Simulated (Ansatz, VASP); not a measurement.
## NbH2 in VASP and in Ansatz

The input INCAR:

```
  PREC = Accurate
  ENCUT = 400
  EDIFF = 1E-8
  ISMEAR = -1
  SIGMA = 0.03
  LREAL = False
  LASPH = True
  NELM = 120
  ALGO = Normal
  ISIF = 2
  LWAVE = False
  LCHARG = False
  GGA = CA
  LEFG = True
  NBANDS = 14
  GGA_COMPAT = False
```

Contents of KPOINTS:

```
regular mesh
0
Gamma
  15 15 15
```

Contents of POSCAR:

```
NbH2
1.0
   -0.0456300000      2.2586850000      2.2586850000
    2.2586850000     -0.0456300000      2.2586850000
    2.2586850000      2.2586850000     -0.0456300000
Nb H
1 2
Direct
    0.0000000000      0.0000000000      0.0000000000
    0.2500000000      0.2500000000      0.2500000000
    0.7500000000      0.7500000000      0.7500000000
```

Input for Ansatz:

```yaml
crystal:
  lattice:
    - [-0.04563, 2.258685, 2.258685]
    - [2.258685, -0.04563, 2.258685]
    - [2.258685, 2.258685, -0.04563]
  atoms:
    - { symbol: Nb, position: [0.0, 0.0, 0.0] }
    - { symbol: H, position: [0.25, 0.25, 0.25] }
    - { symbol: H, position: [0.75, 0.75, 0.75] }
kpoints:
  mp_grid: { grid: [15, 15, 15] }
scf:
  occupations: { method: fermi_dirac, width: 0.03 }
hamiltonian:
  xc: lda
  pseudopotentials: { kind: all_electron, datasets: crystal }
output:
  forces: true
  stress: true
  eigenvalues: true
  efg: { contact_densities: true }
```

Change from the starting cell: equal xy, yz and zx shear strains of -2 %, crystal datasets.

Alike in both runs: task electric field gradients; functional LDA; k mesh 15 × 15 × 15; occupations fermi-dirac, width 0.03 eV; no spin polarisation.

|  | VASP | Ansatz |
| --- | --- | --- |
| version | VASP 6.6.1 | Ansatz 0.2.0 |
| potentials or method | VASP PAW LDA potentials, release 64 (Nb_sv, H), cutoff 400 eV | all-electron PAW with datasets made for the crystal, scalar-relativistic |

```tsv
	VASP	Ansatz	Ansatz less VASP
rms of the force components (eV/Å)	0.080	0.080	0.0000
size of Vzz on the site where it differs most (V/Å²)	29.9	30.6	+0.74
```

LDA's correlation is that of Perdew and Zunger in VASP and of Perdew and Wang (1992) in Ansatz. Atom by atom the forces differ by 0.000 eV/Å (rms over components). Ansatz ran all-electron here, and VASP with PAW potentials.
